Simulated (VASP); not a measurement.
# BeTe: single point with PBE

The system is BeTe.

```
Be Te
1.0
     0.00000    3.24121    3.24121
     3.24121    0.00000    3.24121
     3.24121    3.24121    0.00000
Be Te
1 1
Cartesian
  0.0000 0.0000 0.0000
  4.8618 4.8618 4.8618
```

```json
{"Program": "VASP 6.6.1", "Task": "single point", "Functional": "PBE", "Potentials or basis": "VASP PAW PBE potentials, release 64 (Be, Te)", "Cutoff": "600 eV", "k mesh": "4 × 4 × 4", "Occupations": "methfessel-paxton, width 0.1 eV", "Spin": "no spin polarisation", "Dipole correction": "no", "Further INCAR settings": "ALGO = Normal; EDIFF = 1e-06; NBANDS = 11"}
```

```yaml
Pressure: -9.9 GPa
Band_gap_on_the_k_mesh: 1.32 eV, direct
```

Levels at points of the mesh, in eV from the valence-band top:
| k point | band 2 | band 3 | band 4 | band 5 | band 6 | band 7 |
| --- | --- | --- | --- | --- | --- | --- |
| (0.00, 0.00, 0.00) | 0.00 | 0.00 | 0.00 | 1.32 | 3.69 | 3.69 |
| (0.50, 0.00, 0.00) | -3.43 | -0.60 | -0.60 | 2.04 | 4.47 | 4.47 |
| (0.50, 0.50, 0.00) | -3.33 | -1.43 | -1.43 | 2.65 | 2.78 | 7.19 |

Wall time 8.9 s on 1 thread of Intel(R) Xeon(R) Platinum 8488C (Sapphire Rapids), with other jobs on the host, peak memory 0.22 GiB.

Caveat: spin-orbit coupling is left out, which moves the levels of the heavy elements. Expect the measured gap to be larger: semilocal functionals such as PBE lack the derivative discontinuity.
